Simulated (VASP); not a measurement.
# AlFe (Pm-3m) in VASP: further runs

Runs on AlFe. Level: PBE. Tasks: single point.

All numbers are computed with VASP 6.6.1; they aren't measurements. Logs are shortened: lines on timing, memory, paths and dates and some standing lists are left out, and cuts for length are marked.

### 1 The cell of the first run

It takes space group Pm-3m (No. 221, cubic). The conventional cell has a = 2.910 Å, b = 2.910 Å, c = 2.910 Å, α = 90.00°, β = 90.00°, γ = 90.00°. Within 3.3 Å of Al (site symmetry m-3m) lie 8 Fe at 2.52 Å and 6 Al at 2.91 Å. Fe (site symmetry m-3m) has 8 Al at 2.52 Å and 6 Fe at 2.91 Å within 3.3 Å.

### 2 Single point, PBE, collinear spin, zero start

The input, INCAR:

```
SYSTEM = AlFe
ALGO     = Normal         ! electronic algorithm
EDIFF    = 1E-6           ! SCF threshold, eV
ENCUT    = 520            ! plane-wave cutoff, eV
GGA      = PE             ! functional
ISIF     = 2              ! what is computed and relaxed
ISMEAR   = -1             ! smearing method
ISPIN    = 2              ! spin polarisation
LASPH    = .True.         ! aspherical terms in the spheres
LCHARG   = .False.        ! write CHGCAR
LMAXMIX  = 4              ! l up to which the mixer works
LORBIT   = 11             ! projections on sites
LREAL    = .False.        ! projectors in reciprocal space
LWAVE    = .False.        ! write WAVECAR
MAGMOM   = 0 0            ! initial moments
NBANDS   = 16             ! bands
NELM     = 150            ! most SCF steps
NUPDOWN  = 0.0            ! fixed moment
PREC     = Accurate       ! precision mode
SIGMA    = 0.1            ! smearing width, eV
```

The input, KPOINTS:

```
k-points
0
Gamma
  9 9 9
  0 0 0
```

The input, POSCAR:

```
AlFe
1.0
    2.9100000000      0.0000000000      0.0000000000
    0.0000000000      2.9100000000      0.0000000000
    0.0000000000      0.0000000000      2.9100000000
Al Fe
1 1
Direct
    0.0000000000      0.0000000000      0.0000000000
    0.5000000000      0.5000000000      0.5000000000
```

Potentials or basis: VASP PAW PBE potentials, release 64 (Al, Fe).

Started as:

```
$ cat potpaw_PBE.64/Al/POTCAR potpaw_PBE.64/Fe/POTCAR > POTCAR
$ mpirun -np 1 vasp_std > vasp.out
```

OUTCAR:

```text
SYSTEM = AlFe
   EDIFF = 1E-6
   ENCUT = 520
   GGA = PE
   ISIF = 2
   ISMEAR = -1
   ISPIN = 2
   LASPH = .True.
   LORBIT = 11
   LREAL = .False.
   NELM = 150
   NUPDOWN = 0.0
   PREC = Accurate

 ion  position               nearest neighbor table
   1  0.000  0.000  0.000-   2 2.52   2 2.52   2 2.52   2 2.52   2 2.52   2 2.52   2 2.52   2 2.52

   2  0.500  0.500  0.500-   1 2.52   1 2.52   1 2.52   1 2.52   1 2.52   1 2.52   1 2.52   1 2.52

  LATTYP: Found a simple cubic cell.
 ALAT       =     2.9100000000

  Lattice vectors:

 A1 = (   2.9100000000,   0.0000000000,   0.0000000000)
 A2 = (   0.0000000000,   2.9100000000,   0.0000000000)
 A3 = (   0.0000000000,   0.0000000000,   2.9100000000)

Analysis of symmetry for initial positions (statically):
=====================================================================
 Subroutine PRICEL returns:
 Original cell was already a primitive cell.

 Routine SETGRP: Setting up the symmetry group for a
 simple cubic supercell.

 Subroutine GETGRP returns: Found 48 space group operations
[... 9 lines left out ...]

 Routine SETGRP: Setting up the symmetry group for a
 simple cubic supercell.

 Subroutine GETGRP returns: Found 48 space group operations
 (whereof 48 operations were pure point group operations)
 out of a pool of 48 trial point group operations.

The dynamic configuration has the point symmetry O_h .

Analysis of structural, dynamic, and magnetic symmetry:
=====================================================================
 Subroutine PRICEL returns:
 Original cell was already a primitive cell.

 Routine SETGRP: Setting up the symmetry group for a
 simple cubic supercell.

 Subroutine GETGRP returns: Found 48 space group operations
 (whereof 48 operations were pure point group operations)
 out of a pool of 48 trial point group operations.

The overall configuration has the point symmetry O_h .

 Subroutine INISYM returns: Found 48 space group operations
[... 5 lines left out ...]
                                     Primitive cell

  volume of cell :      24.6422

  direct lattice vectors                    reciprocal lattice vectors
     2.910000000  0.000000000  0.000000000     0.343642612  0.000000000  0.000000000
     0.000000000  2.910000000  0.000000000     0.000000000  0.343642612  0.000000000
     0.000000000  0.000000000  2.910000000     0.000000000  0.000000000  0.343642612

  length of vectors
     2.910000000  2.910000000  2.910000000     0.343642612  0.343642612  0.343642612

  position of ions in fractional coordinates (direct lattice)
     0.000000000  0.000000000  0.000000000
     0.500000000  0.500000000  0.500000000

  ion indices of the primitive-cell ions
   primitive index   ion index
                 1           1
                 2           2

----------------------------------------------------------------------------------------

 KPOINTS: k-points

Automatic generation of k-mesh.
 Grid dimensions read from file:
 generate k-points for:    9    9    9

 Generating k-lattice:

  Cartesian coordinates                     Fractional coordinates (reciprocal lattice)
     0.038182512  0.000000000  0.000000000     0.111111111  0.000000000  0.000000000
     0.000000000  0.038182512  0.000000000     0.000000000  0.111111111  0.000000000
     0.000000000  0.000000000  0.038182512     0.000000000  0.000000000  0.111111111

  Length of vectors
     0.038182512  0.038182512  0.038182512

  Shift w.r.t. Gamma in fractional coordinates (k-lattice)
     0.000000000  0.000000000  0.000000000

 Subroutine IBZKPT returns following result:
 ===========================================

 Found     35 irreducible k-points:

 Following reciprocal coordinates:
            Coordinates               Weight
  0.000000  0.000000  0.000000      1.000000
  0.111111  0.000000  0.000000      6.000000
  0.222222  0.000000  0.000000      6.000000
  0.333333  0.000000  0.000000      6.000000
  0.444444  0.000000  0.000000      6.000000
  0.111111  0.111111  0.000000     12.000000
[... 16 lines left out ...]
  0.333333  0.333333  0.111111     24.000000
  0.444444  0.333333  0.111111     48.000000
 [... further k-points ...]
   k-points           NKPTS =     35   k-points in BZ     NKDIM =     35   number of bands    NBANDS=     16
   number of dos      NEDOS =    301   number of ions     NIONS =      2
   total plane-waves  NPLWV =  13824
   dimension x,y,z NGX =    24 NGY =   24 NGZ =   24
   dimension x,y,z NGXF=    48 NGYF=   48 NGZF=   48
   ions per type =               1   1
   NGX,Y,Z   is equivalent  to a cutoff of  13.71, 13.71, 13.71 a.u.
   NGXF,Y,Z  is equivalent  to a cutoff of  27.42, 27.42, 27.42 a.u.
 SYSTEM =  AlFe
   PREC   = accura    normal or accurate (medium, high low for compatibility)
   ISTART =      0    job   : 0-new  1-cont  2-samecut
   ICHARG =      2    charge: 1-file 2-atom 10-const
   ISPIN  =      2    spin polarized calculation?
   LNONCOLLINEAR =      F non collinear calculations
   LSORBIT =      F    spin-orbit coupling
   LASPH  =      T    aspherical Exc in radial PAW
   ENCUT  =  520.0 eV  38.22 Ry    6.18 a.u.   5.41  5.41  5.41*2*pi/ulx,y,z
   NELM   =    150;   NELMIN=  2; NELMDL= -5     # of ELM steps
   EDIFF  = 0.1E-05   stopping-criterion for ELM
   LREAL  =      F    real-space projection
   EDIFFG = 0.1E-04   stopping-criterion for IOM
   NSW    =      0    number of steps for IOM
   IBRION =     -1    ionic relax: 0-MD 1-quasi-New 2-CG
   NFREE  =      0    steps in history (QN), initial steepest desc. (CG)
   ISIF   =      2    stress and relaxation
   ISYM   =      2    0-nonsym 1-usesym 2-fastsym
   POTIM  = 0.5000    time-step for ionic-motion
   TEBEG  =    0.0;   TEEND  =   0.0 temperature during run
   PSTRESS=    0.0 pullay stress
   NELECT =      11.0000    total number of electrons
   NUPDOWN=       0.0000    fix difference up-down
   EMIN   =  10.00;   EMAX   =-10.00  energy-range for DOS
   EFERMI =   0.00;   METHOD = LEGACY
   ISMEAR =    -1;   SIGMA  =   0.10  broadening in eV -4-tet -1-fermi 0-gaus
   EFERMI_NEDOS =   21; number of points for ismear=-14 and -15
   IALGO  =     38    algorithm
   IMIX   =      4    mixing-type and parameters
     AMIX     =   0.40;   BMIX     =  1.00
     AMIX_MAG =   1.60;   BMIX_MAG =  1.00
  volume/ion in A,a.u.               =      12.32        83.15
  Fermi-wavevector in a.u.,A,eV,Ry     =   1.251160  2.364349 21.298567  1.565401
  Thomas-Fermi vector in A             =   2.385120
   LORBIT       =     11    0 simple, 1 ext, 2 COOP (PROOUT), +10 PAW based schemes
   GGA     = PE    functional components
   LHFCALC =     F    Hartree Fock is set to
   AEXX    =    0.0000 exact exchange contribution
   IVDW    =     0    specifies the selected vdW correction
   LEPSILON=     F    determine dielectric tensor
   LRPA    =     F    only Hartree local field effects (RPA)
 spin polarized calculation
  energy-cutoff  :      520.00
  volume of cell :       24.64
 maximum number of plane-waves:       691
 NGX is ok and might be reduce to    24
   NGX = 11   NGY = 11   NGZ = 11

 number of electron      10.9999994 magnetization       0.0000000

 number of electron      10.9999994 magnetization      -0.0000000

 Free energy of the ion-electron system (eV)
  ---------------------------------------------------
  ext. energy  EPLUGINS =         0.00000000
  ---------------------------------------------------
  free energy    TOTEN  =       -12.64627459 eV

  energy without entropy =      -12.55667781  energy(sigma->0) =      -12.60147620

 E-fermi :   7.5307     XC(G=0): -11.9726

 val. band max:        7.5279119402   @ k =   0.1111   0.0000   0.0000
 cond. band min:       7.5467385367   @ k =   0.4444   0.1111   0.1111
 fundamental gap:      0.0188265965
 Fermi energy:         7.5307355129

 spin component 1

 k-point     1 :       0.0000    0.0000    0.0000
  band No.  band energies     occupation
      1      -2.5614      1.00000
      2       5.4444      1.00000
      3       5.4444      1.00000
      4       7.6628      0.21072
      5       7.6628      0.21071
      6       7.6628      0.21071
[... 8 lines left out ...]
     15      28.9657      0.00000
     16      30.8654      0.00000

 k-point     2 :       0.1111    0.0000    0.0000
  band No.  band energies     occupation
      1      -2.3364      1.00000
      2       5.4044      1.00000
      3       5.5108      1.00000
      4       7.5279      0.50709
      5       7.5279      0.50707
      6       7.6766      0.18863
[... 8 lines left out ...]
     15      28.8069      0.00000
     16      28.9515      0.00000
[... 387 lines left out ...]
      5       7.0185      0.99408
      6       7.1363      0.98100
[... 8 lines left out ...]
     15      28.1021      0.00000
     16      28.2249      0.00000

 k-point    24 :       0.4444    0.3333    0.1111
  band No.  band energies     occupation
      1       2.3326      1.00000
      2       4.0960      1.00000
      3       5.6119      1.00000
      4       6.3607      0.99999
      5       7.1315      0.98187
      6       7.2240      0.95553
[... 8 lines left out ...]
     15      27.8101      0.00000
     16      28.8115      0.00000

 [... further k-points ...]

 spin component 2

 k-point     1 :       0.0000    0.0000    0.0000
  band No.  band energies     occupation
      1      -2.5614      1.00000
      2       5.4444      1.00000
      3       5.4444      1.00000
      4       7.6628      0.21072
      5       7.6628      0.21071
      6       7.6628      0.21070
[... 8 lines left out ...]
     15      28.9657      0.00000
     16      30.8654      0.00000

 k-point     2 :       0.1111    0.0000    0.0000
  band No.  band energies     occupation
      1      -2.3363      1.00000
      2       5.4044      1.00000
      3       5.5108      1.00000
      4       7.5279      0.50709
      5       7.5279      0.50707
      6       7.6766      0.18863
[... 8 lines left out ...]
     15      28.8069      0.00000
     16      28.9515      0.00000
[... 387 lines left out ...]
      5       7.0185      0.99408
      6       7.1363      0.98100
[... 8 lines left out ...]
     15      28.1021      0.00000
     16      28.2249      0.00000

 k-point    24 :       0.4444    0.3333    0.1111
  band No.  band energies     occupation
      1       2.3326      1.00000
      2       4.0961      1.00000
      3       5.6119      1.00000
      4       6.3607      0.99999
      5       7.1315      0.98187
      6       7.2240      0.95553
[... 8 lines left out ...]
     15      27.8101      0.00000
     16      28.8115      0.00000

 [... further k-points ...]

------------------------ aborting loop because EDIFF is reached ----------------------------------------

  FORCE on cell =-STRESS in cart. coord.  units (eV):
  Direction    XX          YY          ZZ          XY          YZ          ZX
  --------------------------------------------------------------------------------------
  -------------------------------------------------------------------------------------
  Total       -1.0359175     -1.0359175     -1.0359175      0.0000000     -0.0000000      0.0000000
  in kB      -67.3529773    -67.3529773    -67.3529773      0.0000000     -0.0000000      0.0000000
  external PRESSURE =     -67.3529773 kB  Pullay stress =       0.0000000 kB

 VOLUME and BASIS-vectors are now :
 -----------------------------------------------------------------------------
  energy-cutoff  :      520.00
  volume of cell :       24.64
      direct lattice vectors                 reciprocal lattice vectors
     2.910000000  0.000000000  0.000000000     0.343642612  0.000000000  0.000000000
     0.000000000  2.910000000  0.000000000     0.000000000  0.343642612  0.000000000
     0.000000000  0.000000000  2.910000000     0.000000000  0.000000000  0.343642612

 POSITION                                       TOTAL-FORCE (eV/Angst)
 -----------------------------------------------------------------------------------
      0.00000      0.00000      0.00000         0.000000      0.000000      0.000000
      1.45500      1.45500      1.45500         0.000000      0.000000      0.000000
 -----------------------------------------------------------------------------------
    total drift:                                0.000000     -0.000000     -0.000000

  FREE ENERGIE OF THE ION-ELECTRON SYSTEM (eV)
  ---------------------------------------------------
  free  energy   TOTEN  =       -12.6462745855 eV

  energy  without entropy=      -12.5566778144  energy(sigma->0) =      -12.60147620

 total charge

# of ion       s       p       d       tot
------------------------------------------
    1        0.395   0.419   0.000   0.815
    2        0.417   0.469   6.462   7.347
--------------------------------------------------
tot          0.812   0.888   6.462   8.161

 magnetization (x)

# of ion       s       p       d       tot
------------------------------------------
    1       -0.000   0.000   0.000   0.000
    2        0.000   0.000   0.000   0.000
--------------------------------------------------
tot          0.000   0.000   0.000   0.000
```

Wall time 14 s (1 thread of Intel Xeon Platinum 8375C at 2.90GHz (Ice Lake), shared host); peak memory 0.16 GiB.

What came out:

```yaml
Free_energy: -12.6463 eV
Pressure: -6.7 GPa
Net_moment: 0.00 μB per cell
Valence_electrons_inside_the_program's_atomic_spheres: Al 0.81; Fe 7.35
```

Caveat: the total moment is fixed, so each spin has its own Fermi level.

### 3 Single point, PBE, collinear spin, ferrimagnetic start

Changes to INCAR since step 2:

```diff
@@ -14,6 +14,6 @@
 LWAVE    = .False.        ! write WAVECAR
-MAGMOM   = 0 0            ! initial moments
+MAGMOM   = -0.04 0.92     ! initial moments
 NBANDS   = 16             ! bands
 NELM     = 150            ! most SCF steps
-NUPDOWN  = 0.0            ! fixed moment
+NUPDOWN  = 0.8            ! fixed moment
 PREC     = Accurate       ! precision mode
```

KPOINTS is that of step 2.

POSCAR is that of step 2.

Potentials or basis: VASP PAW PBE potentials, release 64 (Al, Fe).

Started as:

```
$ cat potpaw_PBE.64/Al/POTCAR potpaw_PBE.64/Fe/POTCAR > POTCAR
$ mpirun -np 1 vasp_std > vasp.out
```

It took 17 s on 1 thread of Intel Xeon Platinum 8375C at 2.90GHz (Ice Lake), shared host; peak memory 0.16 GiB.

Results (log left out):

```yaml
Free_energy: -12.6667 eV
Pressure: -5.3 GPa
Net_moment: 0.80 μB per cell
Site_moments: Al -0.03; Fe +0.85 μB
Valence_electrons_inside_the_program's_atomic_spheres: Al 0.81; Fe 7.34
```

Caveat: the total moment is fixed, so each spin has its own Fermi level.
